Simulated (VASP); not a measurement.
Runs of VASP 6.6.1 on Ni. The structure is hexagonal, space group P6_3/mmc (No. 194). Conventional cell: a = 2.448 Å, b = 2.448 Å, c = 4.073 Å, α = 90.00°, β = 90.00°, γ = 120.00°. Within 3.2 Å of Ni (site symmetry -6m2) lie 12 Ni at 2.45 to 2.48 Å. 

```csv
k mesh,gap on the mesh (eV),pressure (GPa),moment (μB)
5 × 5 × 3,none,(a),1.48
13 × 13 × 7,none,(b),1.16
6 × 6 × 4,none,-10.9,1.16
8 × 8 × 5,none,-10.3,1.27
3 × 3 × 2,none,-4.2,2.16
```

Alike in all rows: task single point; level LDA; potentials or basis VASP PAW LDA potentials, release 64 (Ni); spin collinear, ferromagnetic start; cell as given; cutoff (eV) 520; smearing fermi-dirac 0.1 eV.

Estimate the missing entries.

(a) -9.5; (b) -10.6.

Caveats: some runs use coarse meshes.

A gap of «none» marks levels without a gap at the run's occupations.
